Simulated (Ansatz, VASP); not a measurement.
# Cr: VASP beside Ansatz

INCAR

```
SYSTEM = Cr
PREC = Accurate ; ENCUT = 500
EDIFF = 1E-6 ; ISMEAR = -1
SIGMA = 0.1 ; LREAL = .False.
LASPH = .True. ; NELM = 120
ALGO = Normal ; ISIF = 2
LWAVE = .False. ; LCHARG = .True.
GGA = PE ; LELF = .True.
LVHAR = .True. ; NBANDS = 12
GGA_COMPAT = .False.
```

KPOINTS

```
regular mesh
0
Gamma
  5 5 5
  0 0 0
```

File POSCAR:

```
Cr
1.0
   -1.4243177237      1.4243177237      1.4243177237
    1.4243177237     -1.4243177237      1.4243177237
    1.4243177237      1.4243177237     -1.4243177237
Cr
1
Direct
    0.0000000000      0.0000000000      0.0000000000
```

Input for Ansatz:

```yaml
crystal:
  lattice:
    - [-1.4243177237, 1.4243177237, 1.4243177237]
    - [1.4243177237, -1.4243177237, 1.4243177237]
    - [1.4243177237, 1.4243177237, -1.4243177237]
  atoms:
    - { symbol: Cr, position: [0.0, 0.0, 0.0] }
hamiltonian:
  xc: pbe
  pseudopotentials:
    kind: paw
    azcp:
      Cr: "pseudopotentials/Cr.paw.azcp"
basis:
  ecutwfc: 420
  fft_grid_basis: typed
kpoints:
  mp_grid: { grid: [5, 5, 5], shift: [0, 0, 0] }
magnetization:
  spin_polarized: false
scf:
  occupations: { method: fermi_dirac, width: 0.1 }
  lower_state_search: "off"
output:
  stress: true
  write_density: true
  write_potential: true
  elf: true
  volumetric_format: npy
```

Alike in both runs: task single point; functional PBE; k mesh 5 × 5 × 5; occupations fermi-dirac, width 0.1 eV; no spin polarisation.

|  | VASP | Ansatz |
| --- | --- | --- |
| version | VASP 6.6.1 | Ansatz 0.2.0 |
| potentials or method | VASP PAW PBE potentials, release 64 (Cr_pv), cutoff 500 eV | plane waves (420 eV) with PAW, scalar-relativistic |
| valence electrons in the cell | 12 | 14 |

```tsv
	VASP	Ansatz	Ansatz less VASP
pressure (GPa)	-1.2	-0.5	+0.74
```

VASP's potentials hold 12 valence electrons a cell and Ansatz's 14, so a difference there can come from the potentials and not from the codes.

The k mesh is coarse, so the values compare programs but aren't converged.
